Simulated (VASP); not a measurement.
A run of VASP 6.6.1:

The input INCAR:

```
SYSTEM = LiRu2
PREC = Accurate ; ENCUT = 600
EDIFF = 1E-6 ; ISMEAR = 0
SIGMA = 0.1 ; LREAL = .FALSE.
LASPH = .TRUE. ; NELM = 80
ALGO = Fast ; ISIF = 3
LWAVE = .FALSE. ; LCHARG = .FALSE.
GGA = PE ; IBRION = 2
NSW = 90 ; EDIFFG = -0.04
```

KPOINTS

```
Automatic mesh
0
G
  6 6 6
  0 0 0
```

POSCAR

```
LiRu2
1.0
    3.3666376314      0.0000000000      0.0000000000
   -1.6833188157      2.9155937141      0.0000000000
    0.0000000000      0.0000000000      3.6350738545
Li Ru
1 2
Direct
    0.0000000000      0.0000000000      0.0000000000
    0.3333333333      0.6666666667      0.5000000000
    0.6666666667      0.3333333333      0.5000000000
```

Potentials or basis: VASP PAW PBE potentials, release 64 (Li_sv, Ru_pv).

Run with:

```sh
$ cat potpaw_PBE.64/Li_sv/POTCAR potpaw_PBE.64/Ru_pv/POTCAR > POTCAR
$ mpirun -np 1 vasp_std > vasp.out
```

Hardware: 1 thread of Intel(R) Xeon(R) 6975P-C (Granite Rapids), with other jobs on the host.

How long does it take, and how much memory?

Wall time 6.4 min on 1 thread of Intel(R) Xeon(R) 6975P-C (Granite Rapids) (shared host), peak memory 0.18 GiB. Counts: scf iterations 492, k points 28, ion steps 24.
